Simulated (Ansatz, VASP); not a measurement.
**One calculation of SnO2, two programs**

Contents of INCAR:

```
ALGO = Normal
EDIFF = 1E-8
ENCUT = 520
GGA = PE
ISIF = 2
ISMEAR = -1
LASPH = T
LCHARG = F
LEFG = T
LREAL = F
LWAVE = F
NBANDS = 35
NELM = 80
PREC = Accurate
SIGMA = 0.03
```

File KPOINTS:

```
k-points
0
Gamma
  4 4 6
```

Contents of POSCAR:

```
SnO2
1.0
    4.7373500000      0.0000000000      0.0000000000
    0.0000000000      4.7373500000      0.0000000000
    0.0000000000      0.0000000000      3.2182640000
Sn O
2 4
Direct
    0.0000000000      0.0000000000      0.0000000000
    0.5000000000      0.5000000000      0.5000000000
    0.3056200000      0.3056200000      0.0000000000
    0.1943800000      0.8056200000      0.5000000000
    0.6943800000      0.6943800000      0.0000000000
    0.8056200000      0.1943800000      0.5000000000
```

Input for Ansatz:

```yaml
crystal:
  lattice:
    - [4.73735, 0.0, 0.0]
    - [0.0, 4.73735, 0.0]
    - [0.0, 0.0, 3.218264]
  atoms:
    - { symbol: Sn, position: [0.0, 0.0, 0.0] }
    - { symbol: Sn, position: [0.5, 0.5, 0.5] }
    - { symbol: O, position: [0.30562, 0.30562, 0.0] }
    - { symbol: O, position: [0.19438, 0.80562, 0.5] }
    - { symbol: O, position: [0.69438, 0.69438, 0.0] }
    - { symbol: O, position: [0.80562, 0.19438, 0.5] }
kpoints:
  mp_grid: { grid: [4, 4, 6] }
scf:
  occupations: { method: fermi_dirac, width: 0.03 }
hamiltonian:
  xc: pbe
  pseudopotentials: { kind: all_electron, datasets: crystal }
output:
  forces: true
  stress: true
  eigenvalues: true
  efg: { contact_densities: true }
```

Change from the starting cell: zz strain of +1 %, crystal datasets.

Alike in both runs: task electric field gradients; functional PBE; k mesh 4 × 4 × 6; occupations fermi-dirac, width 0.03 eV; no spin polarisation.

|  | VASP | Ansatz |
| --- | --- | --- |
| version | VASP 6.6.1 | Ansatz 0.2.0 |
| potentials or method | VASP PAW PBE potentials, release 64 (Sn_d, O), cutoff 520 eV | all-electron PAW with datasets made for the crystal, scalar-relativistic |

|  | VASP | Ansatz | Ansatz less VASP |
| --- | --- | --- | --- |
| gap on the k mesh at the Fermi level (eV) | 1.10 | 1.11 | +0.014 |
| pressure (GPa) | 8.8 | 8.1 | -0.74 |
| traceless stress, the component that is largest in VASP (GPa) | -0.18 | -0.37 | -0.196 |
| rms of the force components (eV/Å) | 0.013 | 0.020 | +0.0070 |
| size of Vzz on the site where it differs most (V/Å²) | 63.6 | 67.7 | +4.15 |

Atom by atom the forces differ by 0.007 eV/Å (rms over components). Ansatz ran all-electron here, and VASP with PAW potentials.
